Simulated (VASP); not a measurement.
A run of VASP 6.6.1 is set up as follows.

File INCAR:

```
  ALGO = Normal
  DIPOL = 0.5 0.5 0.394
  EDIFF = 1E-6
  ENCUT = 520
  GGA = PE
  GGA_COMPAT = F
  IDIPOL = 3
  ISIF = 2
  ISMEAR = 0
  IVDW = 12
  LASPH = T
  LCHARG = F
  LDIPOL = T
  LREAL = F
  LWAVE = F
  NBANDS = 50
  NELM = 120
  NELMDL = -8
  PREC = Accurate
  SIGMA = 0.05
```

File KPOINTS:

```
k-points
0
Gamma
  7 7 1
```

The input POSCAR:

```
SnO
1.0
    3.8201708766      0.0000000000      0.0000000000
    0.0000000000      3.8201708766      0.0000000000
    0.0000000000      0.0000000000     22.2260720666
Sn O
4 4
Direct
    0.5000000000      0.0000000000      0.2024649244
    0.0000000000      0.5000000000      0.3087831270
    0.2500000000      0.7500000000      0.4797535076
    0.7500000000      0.2500000000      0.5860717102
    0.0000000000      0.0000000000      0.2556240257
    0.5000000000      0.5000000000      0.2556240257
    0.7500000000      0.7500000000      0.5329126089
    0.2500000000      0.2500000000      0.5329126089
```

Potentials or basis: VASP PAW PBE potentials, release 64 (Sn_d, O).

Command:

```bash
$ cat potpaw_PBE.64/Sn_d/POTCAR potpaw_PBE.64/O/POTCAR > POTCAR
$ mpirun -np 1 vasp_std > vasp.out
```

Predict the dispersion energy per atom.

-0.159 eV.

Predict the band gap on the k mesh.

2.31 eV (least direct gap 2.48 eV).

Forces on the atoms (eV/Å):
```
Sn  -0.009 -0.009 -0.075
Sn  -0.052 -0.052  0.058
Sn   0.052  0.052 -0.058
Sn   0.009  0.009  0.075
O    0.018 -0.046  0.008
O   -0.046  0.018  0.008
O    0.046 -0.018 -0.008
O   -0.018  0.046 -0.008
```

Caveat: the cell differs from its parent crystal (layers slid over each other); spin-orbit coupling is left out, which moves the levels of the heavy elements.
